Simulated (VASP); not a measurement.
Input of a VASP 6.6.1 run:

Contents of INCAR:

```
SYSTEM = TeRu
ALGO     = Normal         ! electronic algorithm
EDIFF    = 1E-7           ! SCF threshold, eV
ENCUT    = 520            ! plane-wave cutoff, eV
ISIF     = 2              ! what is computed and relaxed
ISMEAR   = 0              ! smearing method
ISPIN    = 2              ! spin polarisation
LASPH    = .True.         ! aspherical terms in the spheres
LCHARG   = .False.        ! write CHGCAR
LMAXMIX  = 4              ! l up to which the mixer works
LORBIT   = 11             ! projections on sites
LREAL    = .False.        ! projectors in reciprocal space
LWAVE    = .False.        ! write WAVECAR
MAGMOM   = 4 4 0 0        ! initial moments
NBANDS   = 32             ! bands
NELM     = 150            ! most SCF steps
PREC     = Accurate       ! precision mode
SIGMA    = 0.05           ! smearing width, eV
```

Contents of KPOINTS:

```
k-points
0
Gamma
  6 6 3
  0 0 0
```

POSCAR

```
TeRu
1.0
    3.4153846100      0.0000000000      0.0000000000
    0.0000000000      3.4153846100      0.0000000000
    0.0000000000      0.0000000000      6.8307692200
Ru Te
2 2
Direct
    0.0000000000      0.0000000000      0.0000000000
    0.0000000000      0.0000000000      0.5000000000
    0.5000000000      0.5000000000      0.2500000000
    0.5000000000      0.5000000000      0.7500000000
```

Potentials or basis: VASP PAW LDA potentials, release 64 (Ru_pv, Te).

The run is started by

```console
$ cat potpaw_LDA.64/Ru_pv/POTCAR potpaw_LDA.64/Te/POTCAR > POTCAR
$ mpirun -np 1 vasp_std > vasp.out
```

**Question.** What does it give for the net moment?

**Answer.** 1.25 μB per cell.

**Question.** Estimate the pressure.

**Answer.** -17.6 GPa.

Caveat: the moment fell far below its start of 4 μB, so a state of higher moment may lie lower in energy.
